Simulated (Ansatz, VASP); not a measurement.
# One calculation of Cd2S, two programs

```
Cd S
1.0
     3.96267    0.00000    0.00000
    -1.98134    3.43177    0.00000
     0.00000    0.00000    5.80919
Cd S
2 1
Direct
  0.33333 0.66667 0.93272
  0.66667 0.33333 0.57873
  0.33333 0.66667 0.36571
```

Alike in both runs: task single point; functional r2SCAN-based global hybrid with a share of 0.15 of exact exchange; k mesh 5 × 5 × 3; occupations fermi-dirac, width 0.05 eV; no spin polarisation.

|  | VASP | Ansatz |
| --- | --- | --- |
| version | VASP 6.6.1 | Ansatz 0.2.0 |
| potentials or method | VASP PAW PBE potentials, release 64 (Cd, S) | Ansatz PAW |
| plane-wave cutoff (eV) | 520 | 500 |
| valence electrons in the cell | 30 | 46 |

Ansatz gave:

| Quantity | Value |
| --- | --- |
| gap on the k mesh at the Fermi level (eV) | 1.63 |
| least direct gap on the mesh (eV) | 1.82 |
| pressure (GPa) | -2.2 |
| traceless stress, the component that is largest in VASP (GPa) | -0.38 |
| rms of the force components (eV/Å) | 0.055 |

Question: Estimate VASP's values.

Answer: gap on the k mesh at the Fermi level (eV): 1.68; least direct gap on the mesh (eV): 1.87; pressure (GPa): -2.0; traceless stress, the component that is largest in VASP (GPa): -0.31; rms of the force components (eV/Å): 0.047.

VASP's potentials were made for PBE, not for r2SCAN-based global hybrid. Atom by atom the forces differ by 0.009 eV/Å (rms over components). The functional is the same, so the differences come from potentials, cutoffs and numerics. VASP's potentials hold 30 valence electrons a cell and Ansatz's 46, so a difference there can come from the potentials and not from the codes.

Noted on Ansatz's run: odd divisions of the mesh miss points on the zone boundary, where band edges often lie, so the gap on the mesh can be too wide.
